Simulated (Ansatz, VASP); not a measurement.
**Ge in VASP and in Ansatz**

POSCAR

```
Ge
1.0
    3.8757792404      0.0000000000      0.0000000000
   -1.9378896202      3.3565232816      0.0000000000
    0.0000000000      0.0000000000      6.8007922874
Ge
4
Direct
    0.6666666667      0.3333333333      0.0629814339
    0.3333333333      0.6666666667      0.5629814339
    0.6666666667      0.3333333333      0.4370185661
    0.3333333333      0.6666666667      0.9370185661
```

File INCAR.step1:

```
SYSTEM = Ge
ALGO     = Normal         ! electronic algorithm
EDIFF    = 1E-4           ! SCF threshold, eV
ENCUT    = 520            ! plane-wave cutoff, eV
GGA      = PE             ! functional
ISMEAR   = 0              ! smearing method
LASPH    = .True.         ! aspherical terms in the spheres
LCHARG   = .False.        ! write CHGCAR
LREAL    = .False.        ! projectors in reciprocal space
LWAVE    = .True.         ! write WAVECAR
NBANDS   = 36             ! bands
NELM     = 100            ! most SCF steps
PREC     = Accurate       ! precision mode
SIGMA    = 0.03           ! smearing width, eV
```

Contents of INCAR.step2:

```
SYSTEM = Ge
ALGO     = Normal         ! electronic algorithm
EDIFF    = 1E-7           ! SCF threshold, eV
ENCUT    = 520            ! plane-wave cutoff, eV
ISIF     = 2              ! what is computed and relaxed
ISMEAR   = 0              ! smearing method
ISTART   = 1            
LASPH    = .True.         ! aspherical terms in the spheres
LCHARG   = .True.         ! write CHGCAR
LELF     = .True.         ! ELF
LMIXTAU  = .True.       
LREAL    = .False.        ! projectors in reciprocal space
LVHAR    = .True.       
LWAVE    = .False.        ! write WAVECAR
METAGGA  = R2SCAN         ! meta-GGA
NBANDS   = 36             ! bands
NELM     = 100            ! most SCF steps
PREC     = Accurate       ! precision mode
SIGMA    = 0.03           ! smearing width, eV
```

File KPOINTS:

```
k-points
0
Gamma
  12 12 6
  0 0 0
```

Input for Ansatz:

```yaml
crystal:
  lattice:
    - [3.8757792404, 0.0, 0.0]
    - [-1.9378896202, 3.3565232816, 0.0]
    - [0.0, 0.0, 6.8007922874]
  atoms:
    - { symbol: Ge, position: [0.6666666667, 0.3333333333, 0.0629814339] }
    - { symbol: Ge, position: [0.3333333333, 0.6666666667, 0.5629814339] }
    - { symbol: Ge, position: [0.6666666667, 0.3333333333, 0.4370185661] }
    - { symbol: Ge, position: [0.3333333333, 0.6666666667, 0.9370185661] }
basis:
  ecutwfc: 500
kpoints:
  mp_grid: { grid: [12, 12, 6] }
hamiltonian:
  xc: r2scan
scf:
  occupations: { method: gaussian, width: 0.03 }
output:
  forces: true
  stress: true
  eigenvalues: true
```

Change from the starting cell: strain -0.030 along x and y, +0.030 along z, atoms carried along.

Alike in both runs: task single point; functional r2SCAN; k mesh 12 × 12 × 6; occupations gaussian, width 0.03 eV; no spin polarisation.

|  | VASP | Ansatz |
| --- | --- | --- |
| version | VASP 6.6.1 | Ansatz 0.2.0 |
| potentials or method | VASP PAW PBE potentials, release 64 (Ge_d), cutoff 520 eV | scalar-relativistic, plane waves, PAW |
| valence electrons in the cell | 56 | 56 |

|  | VASP | Ansatz | Ansatz less VASP |
| --- | --- | --- | --- |
| gap on the k mesh at the Fermi level (eV) | 0.04 | 0.08 | +0.034 |
| least direct gap on the mesh (eV) | 0.04 | 0.08 | +0.034 |
| pressure (GPa) | 3.0 | 2.9 | -0.09 |
| traceless stress, the component that is largest in VASP (GPa) | -7.66 | -7.67 | -0.003 |
| rms of the force components (eV/Å) | 0.298 | 0.292 | -0.0061 |

VASP's potentials were made for PBE, not for r2SCAN. Atom by atom the forces differ by 0.006 eV/Å (rms over components).
